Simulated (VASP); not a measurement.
Set up this calculation in VASP 6.6.1, as the native input.

* Task: single point
* Functional: PBE
* Potentials or basis: VASP PAW PBE potentials, release 64 (Ti_sv, Si, Se)
* Cutoff: 520 eV
* k mesh: 6 × 6 × 4
* Occupations: gaussian, width 0.1 eV
* Spin: collinear spin
* Starting moments: [-1.0, 1.0, 0.0, 0.0, 0.0] μB
* Dipole correction: no
* Further INCAR settings: ALGO = Normal; EDIFF = 1e-06; NBANDS = 32

The structure of Ti2SiSe2 lies in POSCAR:

```
Ti2SiSe2
1.0
    4.5859788000      0.0000000000      0.0000000000
   -2.2929894000      3.9715741400      0.0000000000
    0.0000000000      0.0000000000      6.1838397900
Ti Si Se
2 1 2
Direct
    0.3333333300      0.6666666700      0.5000000000
    0.6666666700      0.3333333300      0.5000000000
    0.0000000000      0.0000000000      0.0000000000
    0.0000000000      0.0000000000      0.7100851800
    0.0000000000      0.0000000000      0.2899148200
```

The cell was built from a structure type or drawn by symmetry, and may not be a known phase.

The input as run:

INCAR

```
ALGO     = Normal         # electronic algorithm
EDIFF    = 1E-6           # SCF threshold, eV
ENCUT    = 520            # plane-wave cutoff, eV
GGA      = PE             # functional
ISIF     = 2              # what is computed and relaxed
ISMEAR   = 0              # smearing method
ISPIN    = 2              # spin polarisation
LASPH    = T              # aspherical terms in the spheres
LCHARG   = T              # write CHGCAR
LELF     = T              # ELF
LMAXMIX  = 4              # l up to which the mixer works
LORBIT   = 11             # projections on sites
LREAL    = F              # projectors in reciprocal space
LVHAR    = T            
LWAVE    = F              # write WAVECAR
MAGMOM   = -1 1 0 0 0     # initial moments
NBANDS   = 32             # bands
NELM     = 150            # most SCF steps
PREC     = Accurate       # precision mode
SIGMA    = 0.1            # smearing width, eV
```

KPOINTS

```
k-points
0
Gamma
  6 6 4
```

Potentials or basis: VASP PAW PBE potentials, release 64 (Ti_sv, Si, Se).

The run is started by

```console
$ cat potpaw_PBE.64/Ti_sv/POTCAR potpaw_PBE.64/Si/POTCAR potpaw_PBE.64/Se/POTCAR > POTCAR
$ mpirun -np 1 vasp_std > vasp.out
```

It gave:

| Quantity | Value |
| --- | --- |
| Pressure | 26.8 GPa |
| Largest force | 13.269 eV/Å |
| Band gap on the k mesh | zero (filled and empty bands overlap) |
| Net moment | 0.00 μB per cell |
| Valence electrons inside the program's atomic spheres | Ti 10.34; Si 2.08; Se 4.18 |

Caveat: the cell stands under pressure; forces of over 1 eV/Å act on the atoms, so gaps and moduli don't describe the material at rest.

Wall time 97 s on 1 thread of AMD EPYC 9R45 96-Core Processor (Zen 5), with other jobs on the host, peak memory 0.32 GiB.
